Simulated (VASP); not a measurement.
# MoS2 (C2/c) in VASP: notebook

MoS2 is run at these levels: PBEsol; tasks: single point.

All numbers are computed with VASP 6.6.1; they aren't measurements. Logs are shortened: lines on timing, memory, paths and dates and some standing lists are left out, and cuts for length are marked.

## 1. The cell of the first run

It takes space group C2/c (No. 15, monoclinic). Conventional cell: a = 3.141 Å, b = 5.441 Å, c = 12.588 Å, α = 90.00°, β = 91.15°, γ = 90.00°. Within 3.2 Å of Mo (site symmetry 2) lie 6 S at 2.39 Å and 6 Mo at 3.14 Å. S (site symmetry 1) has 3 Mo at 2.39 Å and 7 S at 3.12 to 3.14 Å within 3.2 Å.

## 2. Single point, PBEsol (shear of c along a, cell held: +2.0 %, then relaxed in part)

The input, INCAR:

```
PREC     = Accurate       # precision mode
ENCUT    = 520            # plane-wave cutoff, eV
EDIFF    = 1E-7           # SCF threshold, eV
ISMEAR   = 0              # smearing method
SIGMA    = 0.02           # smearing width, eV
LREAL    = F              # projectors in reciprocal space
LASPH    = T              # aspherical terms in the spheres
NELM     = 60             # most SCF steps
ALGO     = Normal         # electronic algorithm
ISIF     = 2              # what is computed and relaxed
LWAVE    = F              # write WAVECAR
LCHARG   = F              # write CHGCAR
GGA      = PS             # functional
NBANDS   = 35             # bands
```

The input, KPOINTS:

```
Automatic mesh
0
Gamma
  12 12 2
```

The input, POSCAR:

```
MoS2
1.0
    3.1413882571      0.0000000000      0.0000000000
   -1.5706941286      2.7205220338      0.0000000000
    0.2517017736      0.0000000000     12.5850886796
Mo S
2 4
Direct
    0.6675987375      0.3351974750      0.2500000000
    0.3324012625      0.6648025250      0.7500000000
    0.6753983674      0.3314968599      0.6261227108
    0.3246016326      0.6685031401      0.3738772892
    0.6560984925      0.3314968599      0.8738772892
    0.3439015075      0.6685031401      0.1261227108
```

Potentials or basis: VASP PAW PBE potentials, release 64 (Mo_sv, S).

The run is started by

```
$ cat potpaw_PBE.64/Mo_sv/POTCAR potpaw_PBE.64/S/POTCAR > POTCAR
$ mpirun -np 1 vasp_std > vasp.out
```

OUTCAR:

```text
PREC = Accurate
   ENCUT = 520
   EDIFF = 1E-7
   ISMEAR = 0
   LREAL = F
   LASPH = T
   NELM = 60
   ISIF = 2
   GGA = PS

 ion  position               nearest neighbor table
   1  0.668  0.335  0.250-   6 2.39   4 2.39   6 2.39   4 2.39   4 2.39   6 2.39
   2  0.332  0.665  0.750-   5 2.39   3 2.39   5 2.39   3 2.39   3 2.39   5 2.39
   3  0.675  0.331  0.626-   2 2.39   2 2.39   2 2.39
   4  0.325  0.669  0.374-   1 2.39   1 2.39   1 2.39
   5  0.656  0.331  0.874-   2 2.39   2 2.39   2 2.39
   6  0.344  0.669  0.126-   1 2.39   1 2.39   1 2.39

  LATTYP: Found a base centered monoclinic cell.
 ALAT       =     3.1413882571
 B/A-ratio  =     1.7320508076
 C/A-ratio  =     4.0070199592
 COS(beta)  =    -0.0199960012

  Lattice vectors:

 A1 = (  -1.5706941286,   2.7205220338,   0.0000000000)
 A2 = (  -1.5706941285,  -2.7205220338,   0.0000000000)
 A3 = (   0.2517017736,   0.0000000000,  12.5850886796)

Analysis of symmetry for initial positions (statically):
=====================================================================
 Subroutine PRICEL returns:
 Original cell was already a primitive cell.

 Routine SETGRP: Setting up the symmetry group for a
 base centered monoclinic supercell.

 Subroutine GETGRP returns: Found  4 space group operations
 (whereof  2 operations were pure point group operations)
 out of a pool of  4 trial point group operations.

The static configuration has the point symmetry S_2 .
 The point group associated with its full space group is C_2h.

Analysis of symmetry for dynamics (positions and initial velocities):
=====================================================================
 Subroutine PRICEL returns:
 Original cell was already a primitive cell.

 Routine SETGRP: Setting up the symmetry group for a
 base centered monoclinic supercell.

 Subroutine GETGRP returns: Found  4 space group operations
 (whereof  2 operations were pure point group operations)
 out of a pool of  4 trial point group operations.

The dynamic configuration has the point symmetry S_2 .
 The point group associated with its full space group is C_2h.

 Subroutine INISYM returns: Found  4 space group operations
 (whereof  2 operations are pure point group operations),
 and found     1 'primitive' translations

----------------------------------------------------------------------------------------

                                     Primitive cell

  volume of cell :     107.5549

  direct lattice vectors                    reciprocal lattice vectors
     3.141388257  0.000000000  0.000000000     0.318330597  0.183788256 -0.006366612
    -1.570694129  2.720522034  0.000000000     0.000000000  0.367576512  0.000000000
     0.251701774  0.000000000 12.585088680     0.000000000  0.000000000  0.079459114

  length of vectors
     3.141388257  3.141388257 12.587605446     0.367631644  0.367576512  0.079459114

  position of ions in fractional coordinates (direct lattice)
     0.667598738  0.335197475  0.250000000
     0.332401262  0.664802525  0.750000000
     0.675398367  0.331496860  0.626122711
     0.324601633  0.668503140  0.373877289
     0.656098492  0.331496860  0.873877289
     0.343901508  0.668503140  0.126122711

  ion indices of the primitive-cell ions
   primitive index   ion index
                 1           1
                 2           2
                 3           3
                 4           4
                 5           5
                 6           6

----------------------------------------------------------------------------------------

 KPOINTS: Automatic mesh

Automatic generation of k-mesh.
 Grid dimensions read from file:
 generate k-points for:   12   12    2

 Generating k-lattice:

  Cartesian coordinates                     Fractional coordinates (reciprocal lattice)
     0.026527550  0.015315688 -0.000530551     0.083333333  0.000000000 -0.000000000
     0.000000000  0.030631376  0.000000000     0.000000000  0.083333333  0.000000000
     0.000000000  0.000000000  0.039729557     0.000000000  0.000000000  0.500000000

  Length of vectors
     0.030635970  0.030631376  0.039729557

  Shift w.r.t. Gamma in fractional coordinates (k-lattice)
     0.000000000  0.000000000  0.000000000

 Subroutine IBZKPT returns following result:
 ===========================================

 Found     86 irreducible k-points:

 Following reciprocal coordinates:
            Coordinates               Weight
  0.000000  0.000000  0.000000      1.000000
  0.083333  0.000000 -0.000000      4.000000
  0.166667  0.000000 -0.000000      4.000000
  0.250000  0.000000 -0.000000      4.000000
  0.333333  0.000000 -0.000000      4.000000
  0.416667  0.000000 -0.000000      4.000000
[... 16 lines left out ...]
  0.333333  0.166667 -0.000000      4.000000
  0.416667  0.166667 -0.000000      4.000000
 [... further k-points ...]
   k-points           NKPTS =     86   k-points in BZ     NKDIM =     86   number of bands    NBANDS=     35
   number of dos      NEDOS =    301   number of ions     NIONS =      6
   total plane-waves  NPLWV =  55296
   dimension x,y,z NGX =    24 NGY =   24 NGZ =   96
   dimension x,y,z NGXF=    48 NGYF=   48 NGZF=  192
   ions per type =               2   4
   NGX,Y,Z   is equivalent  to a cutoff of  12.70, 12.70, 12.68 a.u.
   NGXF,Y,Z  is equivalent  to a cutoff of  25.40, 25.40, 25.36 a.u.
 SYSTEM =  unknown system
   PREC   = accura    normal or accurate (medium, high low for compatibility)
   ISTART =      0    job   : 0-new  1-cont  2-samecut
   ICHARG =      2    charge: 1-file 2-atom 10-const
   ISPIN  =      1    spin polarized calculation?
   LNONCOLLINEAR =      F non collinear calculations
   LSORBIT =      F    spin-orbit coupling
   LASPH  =      T    aspherical Exc in radial PAW
   ENCUT  =  520.0 eV  38.22 Ry    6.18 a.u.   5.84  5.84 23.40*2*pi/ulx,y,z
   NELM   =     60;   NELMIN=  2; NELMDL= -5     # of ELM steps
   EDIFF  = 0.1E-06   stopping-criterion for ELM
   LREAL  =      F    real-space projection
   EDIFFG = 0.1E-05   stopping-criterion for IOM
   NSW    =      0    number of steps for IOM
   IBRION =     -1    ionic relax: 0-MD 1-quasi-New 2-CG
   NFREE  =      0    steps in history (QN), initial steepest desc. (CG)
   ISIF   =      2    stress and relaxation
   ISYM   =      2    0-nonsym 1-usesym 2-fastsym
   POTIM  = 0.5000    time-step for ionic-motion
   TEBEG  =    0.0;   TEEND  =   0.0 temperature during run
   PSTRESS=    0.0 pullay stress
   NELECT =      52.0000    total number of electrons
   NUPDOWN=      -1.0000    fix difference up-down
   EMIN   =  10.00;   EMAX   =-10.00  energy-range for DOS
   EFERMI =   0.00;   METHOD = LEGACY
   ISMEAR =     0;   SIGMA  =   0.02  broadening in eV -4-tet -1-fermi 0-gaus
   EFERMI_NEDOS =   21; number of points for ismear=-14 and -15
   IALGO  =     38    algorithm
   IMIX   =      4    mixing-type and parameters
     AMIX     =   0.40;   BMIX     =  1.00
     AMIX_MAG =   1.60;   BMIX_MAG =  1.00
  volume/ion in A,a.u.               =      17.93       120.97
  Fermi-wavevector in a.u.,A,eV,Ry     =   1.284890  2.428090 22.462429  1.650942
  Thomas-Fermi vector in A             =   2.417057
   LORBIT       =      0    0 simple, 1 ext, 2 COOP (PROOUT), +10 PAW based schemes
   GGA     = PS    functional components
   LHFCALC =     F    Hartree Fock is set to
   AEXX    =    0.0000 exact exchange contribution
   IVDW    =     0    specifies the selected vdW correction
   LEPSILON=     F    determine dielectric tensor
   LRPA    =     F    only Hartree local field effects (RPA)
 non-spin polarized calculation
 Gauss-broadening in eV      SIGMA  =   0.02
  energy-cutoff  :      520.00
  volume of cell :      107.55
 maximum number of plane-waves:      2915
   NGX = 11   NGY = 11   NGZ = 47

 number of electron      52.0000006 magnetization

 Free energy of the ion-electron system (eV)
  ---------------------------------------------------
  ext. energy  EPLUGINS =         0.00000000
  ---------------------------------------------------
  free energy    TOTEN  =       -46.90424510 eV

  energy without entropy =      -46.90424510  energy(sigma->0) =      -46.90424510

 E-fermi :   7.4875     XC(G=0): -10.9208

 val. band max:        7.2534824497   @ k =   0.0000   0.0000   0.0000
 cond. band min:       8.2506378376   @ k =   0.1667   0.1667  -0.0000
 fundamental gap:      0.9971553880
 Fermi energy:         7.4875049253

 k-point     1 :       0.0000    0.0000    0.0000
  band No.  band energies     occupation
      1     -54.0290      2.00000
      2     -54.0290      2.00000
      3     -28.2404      2.00000
      4     -28.2404      2.00000
      5     -27.9777      2.00000
      6     -27.9777      2.00000
[... 27 lines left out ...]
     34       9.8912      0.00000
     35      12.9432      0.00000

 k-point     2 :       0.0833    0.0000   -0.0000
  band No.  band energies     occupation
      1     -54.0260      2.00000
      2     -54.0260      2.00000
      3     -28.2345      2.00000
      4     -28.2345      2.00000
      5     -28.0075      2.00000
      6     -28.0075      2.00000
[... 27 lines left out ...]
     34       9.7784      0.00000
     35      13.4556      0.00000

 k-point     3 :       0.1667    0.0000   -0.0000
  band No.  band energies     occupation
      1     -54.0177      2.00000
      2     -54.0177      2.00000
      3     -28.2184      2.00000
      4     -28.2184      2.00000
      5     -28.0883      2.00000
      6     -28.0883      2.00000
[... 27 lines left out ...]
     34      10.2291      0.00000
     35      14.4397      0.00000
[... 723 lines left out ...]
 k-point    23 :       0.3333    0.1667   -0.0000
  band No.  band energies     occupation
      1     -53.9836      2.00000
      2     -53.9836      2.00000
      3     -28.3554      2.00000
      4     -28.3554      2.00000
      5     -28.1521      2.00000
      6     -28.1520      2.00000
[... 27 lines left out ...]
     34      11.6563      0.00000
     35      13.4785      0.00000

 k-point    24 :       0.4167    0.1667   -0.0000
  band No.  band energies     occupation
      1     -53.9810      2.00000
      2     -53.9810      2.00000
      3     -28.3740      2.00000
      4     -28.3740      2.00000
      5     -28.1469      2.00000
      6     -28.1469      2.00000
[... 27 lines left out ...]
     34      11.6289      0.00000
     35      13.1832      0.00000

 [... further k-points ...]

------------------------ aborting loop because EDIFF is reached ----------------------------------------

  FORCE on cell =-STRESS in cart. coord.  units (eV):
  Direction    XX          YY          ZZ          XY          YZ          ZX
  --------------------------------------------------------------------------------------
  -------------------------------------------------------------------------------------
  Total        0.0028790      0.0064124      0.0023366     -0.0000000      0.0000000     -0.1422507
  in kB        0.0428861      0.0955216      0.0348067     -0.0000000      0.0000000     -2.1190183
  external PRESSURE =       0.0577381 kB  Pullay stress =       0.0000000 kB

 VOLUME and BASIS-vectors are now :
 -----------------------------------------------------------------------------
  energy-cutoff  :      520.00
  volume of cell :      107.55
      direct lattice vectors                 reciprocal lattice vectors
     3.141388257  0.000000000  0.000000000     0.318330597  0.183788256 -0.006366612
    -1.570694129  2.720522034  0.000000000     0.000000000  0.367576512  0.000000000
     0.251701774  0.000000000 12.585088680     0.000000000  0.000000000  0.079459114

 POSITION                                       TOTAL-FORCE (eV/Angst)
 -----------------------------------------------------------------------------------
      1.63362      0.91191      3.14627         0.000000     -0.001950      0.000000
      0.18878      1.80861      9.43882        -0.000000      0.001950      0.000000
      1.75860      0.90184      7.87981         0.000108     -0.001084     -0.000412
      0.06379      1.81868      4.70528        -0.000108      0.001084      0.000412
      1.76034      0.90184     10.99782        -0.000108     -0.001084      0.000412
      0.06206      1.81868      1.58727         0.000108      0.001084     -0.000412
 -----------------------------------------------------------------------------------
    total drift:                                0.000000      0.000000      0.000000

  FREE ENERGIE OF THE ION-ELECTRON SYSTEM (eV)
  ---------------------------------------------------
  free  energy   TOTEN  =       -46.9042450963 eV

  energy  without entropy=      -46.9042450963  energy(sigma->0) =      -46.90424510
```

It took 8.9 min on 1 thread of Intel Xeon 8259CL, shared host; peak memory 0.4 GiB.

What came out:

| Item | Value |
| --- | --- |
| Free energy | -46.9042 eV |
| Pressure | 0.0 GPa |
| Band gap on the k mesh | 1.00 eV (least direct gap 1.75 eV) |

Levels at points of the mesh, in eV from the valence-band top:
| k point | band 23 | band 24 | band 25 | band 26 | band 27 | band 28 | band 29 | band 30 |
| --- | --- | --- | --- | --- | --- | --- | --- | --- |
| (0.00, 0.00, 0.00) | -2.03 | -1.31 | -1.12 | 0.00 | 2.29 | 2.29 | 2.31 | 2.31 |
| (0.50, 0.00, 0.00) | -1.55 | -1.40 | -1.31 | -1.23 | 1.81 | 1.84 | 2.19 | 2.45 |
| (0.00, 0.50, 0.00) | -1.55 | -1.41 | -1.31 | -1.23 | 1.81 | 1.84 | 2.20 | 2.45 |
| (0.00, 0.00, 0.50) | -2.04 | -2.04 | -0.29 | -0.29 | 2.29 | 2.29 | 2.31 | 2.31 |
| (0.50, 0.00, 0.50) | -1.48 | -1.48 | -1.30 | -1.23 | 1.82 | 1.82 | 2.32 | 2.34 |
| (0.00, 0.50, 0.50) | -1.48 | -1.48 | -1.26 | -1.26 | 1.82 | 1.82 | 2.33 | 2.33 |

Caveat: the cell differs from its parent crystal (shear of c along a, cell held: +2.0 %, then relaxed in part); the PAW data sets were made with another functional, which shifts forces and pressure a little; this functional lacks dispersion, which binds layers or chains, so the pressure and a relaxed spacing across them are unreliable.

## 3. Single point, PBEsol

The input, INCAR:

```
SYSTEM = MoS2
PREC = Accurate ; ENCUT = 520
EDIFF = 1E-7 ; ISMEAR = 0
SIGMA = 0.02 ; LREAL = .FALSE.
LASPH = .TRUE. ; NELM = 60
ALGO = Normal ; ISIF = 2
LWAVE = .FALSE. ; LCHARG = .FALSE.
GGA = PS ; NBANDS = 35
```

The input, KPOINTS:

```
regular mesh
0
G
  12 12 2
  0 0 0
```

POSCAR is that of step 2.

Potentials or basis: VASP PAW PBE potentials, release 64 (Mo_sv, S).

The run is started by

```
$ cat potpaw_PBE.64/Mo_sv/POTCAR potpaw_PBE.64/S/POTCAR > POTCAR
$ mpirun -np 1 vasp_std > vasp.out
```

It took 9.6 min on 1 thread of Intel Xeon 8259CL, shared host; peak memory 0.39 GiB.

The run converged. Its results:

```
Free energy            : -46.9042 eV
Pressure               : 0.0 GPa
Band gap on the k mesh : 1.00 eV (least direct gap 1.75 eV)
```

Stress tensor (GPa, compression positive):
```
 0.00  0.00 -0.21
 0.00  0.01  0.00
-0.21  0.00  0.00
```

Levels at points of the mesh, in eV from the valence-band top:
```csv
k point,band 22,band 23,band 24,band 25,band 26,band 27,band 28,band 29,band 30,band 31
"(0.00, 0.00, 0.00)",-2.03,-2.03,-1.31,-1.12,0.00,2.29,2.29,2.31,2.31,2.51
"(0.50, 0.00, 0.00)",-2.46,-1.55,-1.40,-1.31,-1.23,1.81,1.84,2.19,2.45,3.02
"(0.00, 0.50, 0.00)",-2.45,-1.55,-1.41,-1.31,-1.23,1.81,1.84,2.20,2.45,3.02
"(0.00, 0.00, 0.50)",-2.05,-2.04,-2.04,-0.29,-0.29,2.29,2.29,2.31,2.31,2.57
"(0.50, 0.00, 0.50)",-2.48,-1.48,-1.48,-1.30,-1.23,1.82,1.82,2.32,2.34,3.32
"(0.00, 0.50, 0.50)",-2.56,-1.48,-1.48,-1.26,-1.26,1.82,1.82,2.33,2.33,3.35
```

Caveat: the PAW data sets were made with another functional, which shifts forces and pressure a little; this functional lacks dispersion, which binds layers or chains, so the pressure and a relaxed spacing across them are unreliable.

## 4. Single point, PBEsol (shear of c along a, cell held: +4.0 %, then relaxed in part)

The input, INCAR:

```
SYSTEM = MoS2
PREC = Accurate
ENCUT = 520
EDIFF = 1E-7
ISMEAR = 0
SIGMA = 0.02
LREAL = .FALSE.
LASPH = .TRUE.
NELM = 100
ALGO = Normal
ISIF = 2
LWAVE = .FALSE.
LCHARG = .FALSE.
GGA = PS
NBANDS = 35
```

The input, KPOINTS:

```
Automatic mesh
0
G
  12 12 2
  0 0 0
```

The input, POSCAR:

```
MoS2
1.0
    3.1413882571      0.0000000000      0.0000000000
   -1.5706941286      2.7205220338      0.0000000000
    0.5034035472      0.0000000000     12.5850886796
Mo S
2 4
Direct
    0.6704966095      0.3409932190      0.2500000000
    0.3295033905      0.6590067810      0.7500000000
    0.6822031639      0.3257227439      0.6261477570
    0.3177968361      0.6742772561      0.3738522430
    0.6435195800      0.3257227439      0.8738522430
    0.3564804200      0.6742772561      0.1261477570
```

The run is started by

```
$ cat potpaw_PBE.64/Mo_sv/POTCAR potpaw_PBE.64/S/POTCAR > POTCAR
$ mpirun -np 1 vasp_std > vasp.out
```

It took 8.8 min on 1 thread of Intel Xeon 8259CL, shared host; peak memory 0.39 GiB.

Results (log left out):

* Free energy: -46.9002 eV
* Pressure: 0.1 GPa
* Largest force: 0.004 eV/Å
* Band gap on the k mesh: 1.00 eV (least direct gap 1.75 eV)

Forces in eV/Å, atoms in the order of the input:
```
Mo   0.000 -0.004  0.000
Mo   0.000  0.004  0.000
S    0.000 -0.002 -0.001
S    0.000  0.002  0.001
S    0.000 -0.002  0.001
S    0.000  0.002 -0.001
```

Stress tensor (GPa, compression positive):
```
 0.03  0.00 -0.39
 0.00  0.05  0.00
-0.39  0.00  0.12
```

Levels at points of the mesh, in eV from the valence-band top:
| k point | band 23 | band 24 | band 25 | band 26 | band 27 | band 28 | band 29 | band 30 |
| --- | --- | --- | --- | --- | --- | --- | --- | --- |
| (0.00, 0.00, 0.00) | -2.03 | -1.32 | -1.13 | 0.00 | 2.28 | 2.29 | 2.30 | 2.31 |
| (0.50, 0.00, 0.00) | -1.55 | -1.41 | -1.30 | -1.23 | 1.80 | 1.84 | 2.19 | 2.44 |
| (0.00, 0.50, 0.00) | -1.55 | -1.42 | -1.32 | -1.23 | 1.80 | 1.83 | 2.20 | 2.45 |
| (0.00, 0.00, 0.50) | -2.05 | -2.05 | -0.29 | -0.29 | 2.27 | 2.27 | 2.32 | 2.32 |
| (0.50, 0.00, 0.50) | -1.49 | -1.48 | -1.34 | -1.20 | 1.82 | 1.82 | 2.31 | 2.34 |
| (0.00, 0.50, 0.50) | -1.49 | -1.49 | -1.26 | -1.26 | 1.82 | 1.82 | 2.33 | 2.33 |

Caveat: the cell differs from its parent crystal (shear of c along a, cell held: +4.0 %, then relaxed in part); the PAW data sets were made with another functional, which shifts forces and pressure a little; this functional lacks dispersion, which binds layers or chains, so the pressure and a relaxed spacing across them are unreliable. A k mesh can miss the band edges.
